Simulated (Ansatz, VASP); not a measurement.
Given: the input of a run of VASP 6.6.1 on PbF2.

INCAR

```
PREC = Accurate
ENCUT = 600
EDIFF = 1E-6
ISMEAR = -1
SIGMA = 0.05
LREAL = F
LASPH = T
NELM = 120
ALGO = Normal
ISIF = 2
LWAVE = F
LCHARG = F
NBANDS = 21
GGA_COMPAT = F
```

KPOINTS

```
regular mesh
0
Gamma
  8 8 8
```

The input POSCAR:

```
PbF2
1.0
    0.0000000000      2.9031601670      2.9031601670
    2.9031601670      0.0000000000      2.9031601670
    2.9031601670      2.9031601670      0.0000000000
Pb F
1 2
Direct
    0.0000000000      0.0000000000      0.0000000000
    0.7500000000      0.7500000000      0.7500000000
    0.2500000000      0.2500000000      0.2500000000
```

Potentials or basis: VASP PAW LDA potentials, release 64 (Pb_d, F).

Command:

```console
$ cat potpaw_LDA.64/Pb_d/POTCAR potpaw_LDA.64/F/POTCAR > POTCAR
$ mpirun -np 1 vasp_std > vasp.out
```

Q: Set up the same calculation for Ansatz 0.2.0. Potentials there: Ansatz PAW.

A: As run (the cutoff follows the program's own potentials):

Contents of input.yaml:

```yaml
crystal:
  lattice:
    - [0.0, 2.903160167, 2.903160167]
    - [2.903160167, 0.0, 2.903160167]
    - [2.903160167, 2.903160167, 0.0]
  atoms:
    - { symbol: Pb, position: [0.0, 0.0, 0.0] }
    - { symbol: F, position: [0.75, 0.75, 0.75] }
    - { symbol: F, position: [0.25, 0.25, 0.25] }
hamiltonian:
  xc: lda
  pseudopotentials: { kind: paw }
kpoints:
  mp_grid: { grid: [8, 8, 8] }
scf:
  occupations: { method: fermi_dirac, width: 0.05 }
output:
  forces: true
  stress: true
  eigenvalues: true
```

Potentials or basis: Ansatz PAW.

Launch:

```console
$ ansatz run input.yaml --threads 2 --pin off --max-ram 5632MiB --backend cpu --events-out ev --progress --plain --runs-dir out
```

Both were run:

|  | VASP | Ansatz | Ansatz less VASP |
| --- | --- | --- | --- |
| gap on the k mesh at the Fermi level (eV) | 4.20 | 4.25 | +0.045 |
| least direct gap on the mesh (eV) | 4.37 | 4.41 | +0.044 |
| pressure (GPa) | 0.2 | 0.2 | +0.01 |

LDA's correlation is that of Perdew and Zunger in VASP and of Perdew and Wang (1992) in Ansatz.

Neither program's run includes spin-orbit coupling.
